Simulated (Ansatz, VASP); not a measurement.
**AlCo: VASP beside Ansatz**

```
Al Co
1.0
     2.73791    0.00000    0.00000
     0.00000    2.73791    0.00000
     0.00000    0.00000    2.82259
Al Co
1 1
Direct
  0.00000 0.00000 0.00000
  0.50000 0.50000 0.50000
```

Change from the starting cell: strain -0.0300 x Voigt [1, 1, 0, 0, 0, 0], atoms carried along.

Alike in both runs: task single point; functional PBEsol; k mesh 22 × 22 × 22; occupations gaussian, width 0.15 eV; no spin polarisation.

```csv
,VASP,Ansatz
version,VASP 6.6.1,Ansatz 0.2.0
potentials or method,"VASP PAW PBE potentials, release 64 (Al, Co), cutoff 520 eV","scalar-relativistic, plane waves, PAW"
valence electrons in the cell,12,20
```

```csv
,VASP,Ansatz,Ansatz less VASP
gap on the k mesh at the Fermi level (eV),none,none,-
pressure (GPa),13.0,13.6,+0.64
"traceless stress, the component that is largest in VASP (GPa)",-3.72,-3.72,+0.002
```

VASP's potentials were made for PBE, not for PBEsol. A gap of «none» marks a metal or a gap that the smearing closes. The functional is the same, so the differences come from potentials, cutoffs and numerics. VASP's potentials hold 12 valence electrons a cell and Ansatz's 20, so a difference there can come from the potentials and not from the codes.
